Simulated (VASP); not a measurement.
A run of VASP 6.6.1 is set up as follows.

File INCAR:

```
ALGO = Normal ; EDIFF = 1E-7
ENCUT = 520 ; GGA = CA
ISIF = 2 ; ISMEAR = -1
LASPH = True ; LCHARG = False
LREAL = False ; LWAVE = False
NBANDS = 11 ; NELM = 100
PREC = Accurate ; SIGMA = 0.05
```

The input KPOINTS:

```
k-points
0
Gamma
  12 12 12
```

Contents of POSCAR:

```
Pd
1.0
    0.0000000000      1.9593911042      1.9593911042
    1.9593911042      0.0000000000      1.9593911042
    1.9593911042      1.9593911042      0.0000000000
Pd
1
Direct
    0.0000000000      0.0000000000      0.0000000000
```

Potentials or basis: VASP PAW LDA potentials, release 64 (Pd).

Launch:

```sh
$ cat potpaw_LDA.64/Pd/POTCAR > POTCAR
$ mpirun -np 1 vasp_std > vasp.out
```

What does it give for the band gap on the k mesh?

Zero (band 5 reaches 9.52 eV, above the bottom of band 6 at 7.99 eV).

Predict the pressure.

-11.8 GPa.
